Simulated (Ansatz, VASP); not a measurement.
CsPbCl3 in VASP and in Ansatz

```
Cs Pb Cl
1.0
     4.05561    2.34151    3.31266
    -4.05561    2.34151    3.31266
     0.00000   -4.68301    3.31266
Cs Pb Cl
1 1 3
Direct
  0.50000 0.50000 0.50000
  0.00000 0.00000 0.00000
  0.50000 0.00000 0.00000
  0.00000 0.00000 0.50000
  0.00000 0.50000 0.00000
```

Alike in both runs: functional PBE; k mesh 6 × 6 × 6; occupations gaussian, width 0.02 eV; no spin polarisation.

Ansatz relaxed the structure, and its values are those at the end. VASP's run is a single point on that final structure, the one shown.

```csv
,VASP,Ansatz
version,VASP 6.6.1,Ansatz 0.2.0
potentials or method,"VASP PAW PBE potentials, release 64 (Cs_sv, Pb_d, Cl), cutoff 520 eV","scalar-relativistic, plane waves, PAW"
valence electrons in the cell,44,44
```

Ansatz gave:

```
gap on the k mesh at the Fermi level (eV) : 2.21
least direct gap on the mesh (eV)         : 2.21
pressure (GPa)                            : 0.0
```

Problem. What did VASP give for the same quantities?

Solution. gap on the k mesh at the Fermi level (eV): 2.22; least direct gap on the mesh (eV): 2.22; pressure (GPa): -0.1.

The functional is the same, so the differences come from potentials, cutoffs and numerics.

Spin-orbit coupling is off throughout.
